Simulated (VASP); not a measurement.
# Ru (P6_3/mmc) in VASP: single point with LDA

Aim: the single point of Ru with LDA.

Everything below comes from runs of VASP 6.6.1. Logs are shortened: lines on timing, memory, paths and dates and some standing lists are left out, and cuts for length are marked.

### Step 1. The cell of the first run

Symmetry: P6_3/mmc, No. 194, hexagonal system. Conventional cell: a = 2.675 Å, b = 2.675 Å, c = 4.224 Å, α = 90.00°, β = 90.00°, γ = 120.00°. Ru (site symmetry -6m2) has 12 Ru at 2.62 to 2.68 Å within 3.5 Å.

### Step 2. Single point, LDA

Input file INCAR:

```
SYSTEM = Ru
PREC = Accurate
ENCUT = 560
EDIFF = 1E-6
ISMEAR = -1
SIGMA = 0.1
LREAL = .FALSE.
LASPH = .TRUE.
NELM = 120
ALGO = Normal
ISIF = 2
LWAVE = .FALSE.
LCHARG = .FALSE.
NBANDS = 40
GGA_COMPAT = .FALSE.
```

Input file KPOINTS:

```
Automatic mesh
0
G
  14 9 8
  0 0 0
```

Input file POSCAR:

```
Ru
1.0
   -1.3376082022      2.3168053669      0.0000000000
    0.0000000000      0.0000000000      4.2244496844
    4.0128246067      2.3168053669      0.0000000000
Ru
4
Direct
    0.5000000000      0.2500000000      0.1666666670
    0.0000000000      0.2500000000      0.6666666670
    0.0000000000      0.7500000000      0.3333333330
    0.5000000000      0.7500000000      0.8333333330
```

Potentials or basis: VASP PAW LDA potentials, release 64 (Ru_sv).

On the command line:

```console
$ cat potpaw_LDA.64/Ru_sv/POTCAR > POTCAR
$ mpirun -np 1 vasp_std > vasp.out
```

OUTCAR:

```text
SYSTEM = Ru
   PREC = Accurate
   ENCUT = 560
   EDIFF = 1E-6
   ISMEAR = -1
   LREAL = .FALSE.
   LASPH = .TRUE.
   NELM = 120
   ISIF = 2

 ion  position               nearest neighbor table
   1  0.500  0.250  0.167-   3 2.62   3 2.62   3 2.62   3 2.62   4 2.62   4 2.62   2 2.68   2 2.68
                             2 2.68   2 2.68
   2  0.000  0.250  0.667-   4 2.62   4 2.62   4 2.62   4 2.62   3 2.62   3 2.62   1 2.68   1 2.68
                             1 2.68   1 2.68
   3  0.000  0.750  0.333-   1 2.62   1 2.62   1 2.62   1 2.62   2 2.62   2 2.62   4 2.68   4 2.68
                             4 2.68   4 2.68
   4  0.500  0.750  0.833-   2 2.62   2 2.62   2 2.62   2 2.62   1 2.62   1 2.62   3 2.68   3 2.68
                             3 2.68   3 2.68

  LATTYP: Found a simple orthorhombic cell.
 ALAT       =     2.6752164045
 B/A-ratio  =     1.5791057790
 C/A-ratio  =     1.7320508076

  Lattice vectors:

 A1 = (  -1.3376082022,   2.3168053669,   0.0000000000)
 A2 = (   0.0000000000,   0.0000000000,   4.2244496844)
 A3 = (   4.0128246067,   2.3168053669,   0.0000000000)

Analysis of symmetry for initial positions (statically):
=====================================================================
 Subroutine PRICEL returns following result:

  LATTYP: Found a hexagonal cell.
 ALAT       =     2.6752164045
 C/A-ratio  =     1.5791057790

  Lattice vectors:

 A1 = (   1.3376082022,   2.3168053669,   0.0000000000)
 A2 = (  -2.6752164045,   0.0000000000,   0.0000000000)
 A3 = (   0.0000000000,   0.0000000000,   4.2244496844)

   2 primitive cells build up your supercell.

 Routine SETGRP: Setting up the symmetry group for a
 simple orthorhombic supercell.

 Subroutine GETGRP returns: Found  8 space group operations
 (whereof  4 operations were pure point group operations)
 out of a pool of  8 trial point group operations.

The static configuration has the point symmetry C_2h.
 The point group associated with its full space group is D_2h.

Analysis of symmetry for dynamics (positions and initial velocities):
=====================================================================
 Subroutine PRICEL returns following result:

  LATTYP: Found a hexagonal cell.
 ALAT       =     2.6752164045
 C/A-ratio  =     1.5791057790

  Lattice vectors:

 A1 = (   1.3376082022,   2.3168053669,   0.0000000000)
 A2 = (  -2.6752164045,   0.0000000000,   0.0000000000)
 A3 = (   0.0000000000,   0.0000000000,   4.2244496844)

   2 primitive cells build up your supercell.

 Routine SETGRP: Setting up the symmetry group for a
 simple orthorhombic supercell.

 Subroutine GETGRP returns: Found  8 space group operations
 (whereof  4 operations were pure point group operations)
 out of a pool of  8 trial point group operations.

The dynamic configuration has the point symmetry C_2h.
 The point group associated with its full space group is D_2h.

 Subroutine INISYM returns: Found  8 space group operations
 (whereof  4 operations are pure point group operations),
 and found     2 'primitive' translations

----------------------------------------------------------------------------------------

                                     Primitive cell

  volume of cell :      26.1830

  direct lattice vectors                    reciprocal lattice vectors
     1.337608202  2.316805367  0.000000000     0.000000000  0.431628834  0.000000000
    -2.675216404  0.000000000  0.000000000    -0.373801536  0.215814417  0.000000000
     0.000000000  0.000000000  4.224449684     0.000000000  0.000000000  0.236717223

  length of vectors
     2.675216404  2.675216404  4.224449684     0.431628834  0.431628834  0.236717223

  position of ions in fractional coordinates (direct lattice)
     0.666666667  0.333333333  0.250000000
     0.333333333  0.666666667  0.750000000

  ion indices of the primitive-cell ions
   primitive index   ion index
                 1           1
                 2           4

----------------------------------------------------------------------------------------

 KPOINTS: Automatic mesh

Automatic generation of k-mesh.
 Grid dimensions read from file:
 generate k-points for:   14    9    8

 Generating k-lattice:

  Cartesian coordinates                     Fractional coordinates (reciprocal lattice)
    -0.013350055  0.023122973  0.000000000     0.071428571  0.000000000  0.000000000
     0.000000000  0.000000000  0.026301914     0.000000000  0.111111111  0.000000000
     0.023362596  0.013488401  0.000000000     0.000000000  0.000000000  0.125000000

  Length of vectors
     0.026700110  0.026301914  0.026976802

  Shift w.r.t. Gamma in fractional coordinates (k-lattice)
     0.000000000  0.000000000  0.000000000

 Subroutine IBZKPT returns following result:
 ===========================================

 Found    200 irreducible k-points:

 Following reciprocal coordinates:
            Coordinates               Weight
  0.000000  0.000000  0.000000      1.000000
  0.071429  0.000000 -0.000000      2.000000
  0.142857  0.000000 -0.000000      2.000000
  0.214286  0.000000 -0.000000      2.000000
  0.285714  0.000000 -0.000000      2.000000
  0.357143  0.000000 -0.000000      2.000000
[... 16 lines left out ...]
  0.428571  0.222222 -0.000000      4.000000
  0.500000  0.222222 -0.000000      2.000000
 [... further k-points ...]
   k-points           NKPTS =    200   k-points in BZ     NKDIM =    200   number of bands    NBANDS=     40
   number of dos      NEDOS =    301   number of ions     NIONS =      4
   total plane-waves  NPLWV =  31104
   dimension x,y,z NGX =    24 NGY =   36 NGZ =   36
   dimension x,y,z NGXF=    48 NGYF=   72 NGZF=   72
   ions per type =               4
   NGX,Y,Z   is equivalent  to a cutoff of  14.91, 14.17, 12.92 a.u.
   NGXF,Y,Z  is equivalent  to a cutoff of  29.83, 28.33, 25.83 a.u.
 SYSTEM =  Ru
   PREC   = accura    normal or accurate (medium, high low for compatibility)
   ISTART =      0    job   : 0-new  1-cont  2-samecut
   ICHARG =      2    charge: 1-file 2-atom 10-const
   ISPIN  =      1    spin polarized calculation?
   LNONCOLLINEAR =      F non collinear calculations
   LSORBIT =      F    spin-orbit coupling
   LASPH  =      T    aspherical Exc in radial PAW
   ENCUT  =  560.0 eV  41.16 Ry    6.42 a.u.   5.16  8.15  8.94*2*pi/ulx,y,z
   NELM   =    120;   NELMIN=  2; NELMDL= -5     # of ELM steps
   EDIFF  = 0.1E-05   stopping-criterion for ELM
   LREAL  =      F    real-space projection
   EDIFFG = 0.1E-04   stopping-criterion for IOM
   NSW    =      0    number of steps for IOM
   IBRION =     -1    ionic relax: 0-MD 1-quasi-New 2-CG
   NFREE  =      0    steps in history (QN), initial steepest desc. (CG)
   ISIF   =      2    stress and relaxation
   ISYM   =      2    0-nonsym 1-usesym 2-fastsym
   POTIM  = 0.5000    time-step for ionic-motion
   TEBEG  =    0.0;   TEEND  =   0.0 temperature during run
   PSTRESS=    0.0 pullay stress
   NELECT =      64.0000    total number of electrons
   NUPDOWN=      -1.0000    fix difference up-down
   EMIN   =  10.00;   EMAX   =-10.00  energy-range for DOS
   EFERMI =   0.00;   METHOD = LEGACY
   ISMEAR =    -1;   SIGMA  =   0.10  broadening in eV -4-tet -1-fermi 0-gaus
   EFERMI_NEDOS =   21; number of points for ismear=-14 and -15
   IALGO  =     38    algorithm
   IMIX   =      4    mixing-type and parameters
     AMIX     =   0.40;   BMIX     =  1.00
     AMIX_MAG =   1.60;   BMIX_MAG =  1.00
  volume/ion in A,a.u.               =      13.09        88.35
  Fermi-wavevector in a.u.,A,eV,Ry     =   1.750325  3.307634 41.683306  3.063637
  Thomas-Fermi vector in A             =   2.821066
   LORBIT       =      0    0 simple, 1 ext, 2 COOP (PROOUT), +10 PAW based schemes
   GGA     = CA    functional components
   LHFCALC =     F    Hartree Fock is set to
   AEXX    =    0.0000 exact exchange contribution
   IVDW    =     0    specifies the selected vdW correction
   LEPSILON=     F    determine dielectric tensor
   LRPA    =     F    only Hartree local field effects (RPA)
 non-spin polarized calculation
  energy-cutoff  :      560.00
  volume of cell :       52.37
 maximum number of plane-waves:      1596
 NGX is ok and might be reduce to    24
   NGX = 11   NGY = 17   NGZ = 17

 number of electron      64.0000017 magnetization

 Free energy of the ion-electron system (eV)
  ---------------------------------------------------
  ext. energy  EPLUGINS =         0.00000000
  ---------------------------------------------------
  free energy    TOTEN  =       -42.85009044 eV

  energy without entropy =      -42.74690052  energy(sigma->0) =      -42.79849548

 E-fermi :  15.7163     XC(G=0): -14.7426

 val. band max:       15.6996959899   @ k =   0.1429   0.3333   0.3750
 cond. band min:      15.7187823298   @ k =   0.2857   0.2222   0.3750
 fundamental gap:      0.0190863399
 Fermi energy:        15.7163102111

 k-point     1 :       0.0000    0.0000    0.0000
  band No.  band energies     occupation
      1     -57.1040      2.00000
      2     -56.8964      2.00000
      3     -56.8582      2.00000
      4     -56.8160      2.00000
      5     -27.8915      2.00000
      6     -27.6778      2.00000
[... 32 lines left out ...]
     39      19.9909      0.00000
     40      22.0857      0.00000

 k-point     2 :       0.0714    0.0000   -0.0000
  band No.  band energies     occupation
      1     -57.0973      2.00000
      2     -56.8929      2.00000
      3     -56.8557      2.00000
      4     -56.8165      2.00000
      5     -27.8765      2.00000
      6     -27.6657      2.00000
[... 32 lines left out ...]
     39      20.1708      0.00000
     40      22.2534      0.00000

 k-point     3 :       0.1429    0.0000   -0.0000
  band No.  band energies     occupation
      1     -57.0782      2.00000
      2     -56.8829      2.00000
      3     -56.8485      2.00000
      4     -56.8183      2.00000
      5     -27.8327      2.00000
      6     -27.6309      2.00000
[... 853 lines left out ...]
  band No.  band energies     occupation
      1     -56.9188      2.00000
      2     -56.8627      2.00000
      3     -56.8280      2.00000
      4     -56.8279      2.00000
      5     -27.5906      2.00000
      6     -27.5468      2.00000
[... 32 lines left out ...]
     39      22.9897      0.00000
     40      24.0566      0.00000

 k-point    24 :       0.5000    0.2222   -0.0000
  band No.  band energies     occupation
      1     -56.8876      2.00000
      2     -56.8876      2.00000
      3     -56.8249      2.00000
      4     -56.8249      2.00000
      5     -27.5802      2.00000
      6     -27.5802      2.00000
[... 32 lines left out ...]
     39      23.8641      0.00000
     40      23.8641      0.00000

 [... further k-points ...]

------------------------ aborting loop because EDIFF is reached ----------------------------------------

  FORCE on cell =-STRESS in cart. coord.  units (eV):
  Direction    XX          YY          ZZ          XY          YZ          ZX
  --------------------------------------------------------------------------------------
  -------------------------------------------------------------------------------------
  Total        0.2016592      0.2608114      0.1308208     -0.0512273     -0.0000000      0.0000000
  in kB        6.1699263      7.9797364      4.0025692     -1.5673416     -0.0000000      0.0000000
  external PRESSURE =       6.0507440 kB  Pullay stress =       0.0000000 kB

 VOLUME and BASIS-vectors are now :
 -----------------------------------------------------------------------------
  energy-cutoff  :      560.00
  volume of cell :       52.37
      direct lattice vectors                 reciprocal lattice vectors
    -1.337608202  2.316805367  0.000000000    -0.186900768  0.323721626  0.000000000
     0.000000000  0.000000000  4.224449684     0.000000000  0.000000000  0.236717223
     4.012824607  2.316805367  0.000000000     0.186900768  0.107907209  0.000000000

 POSITION                                       TOTAL-FORCE (eV/Angst)
 -----------------------------------------------------------------------------------
      0.00000      1.54454      1.05611        -0.008917     -0.005148      0.000000
      2.67522      1.54454      1.05611        -0.008917     -0.005148      0.000000
      1.33761      0.77227      3.16834         0.008917      0.005148      0.000000
      2.67522      3.08907      3.16834         0.008917      0.005148      0.000000
 -----------------------------------------------------------------------------------
    total drift:                                0.000000      0.000000     -0.000000

  FREE ENERGIE OF THE ION-ELECTRON SYSTEM (eV)
  ---------------------------------------------------
  free  energy   TOTEN  =       -42.8500904383 eV

  energy  without entropy=      -42.7469005152  energy(sigma->0) =      -42.79849548
```

Wall time 3.5 min (1 thread of Intel Xeon Platinum 8488C (Sapphire Rapids), shared host); peak memory 0.39 GiB.

Results:

- Free energy: -42.8501 eV
- Pressure: 0.6 GPa
- Largest force: 0.010 eV/Å
- Band gap on the k mesh: zero (bands 32 and 33 overlap by 2.79 eV)

Forces in eV/Å, atoms in the order of the input:
```
Ru  -0.009 -0.005  0.000
Ru  -0.009 -0.005  0.000
Ru   0.009  0.005  0.000
Ru   0.009  0.005  0.000
```

Stress tensor (GPa, compression positive):
```
 0.62 -0.16  0.00
-0.16  0.80  0.00
 0.00  0.00  0.40
```
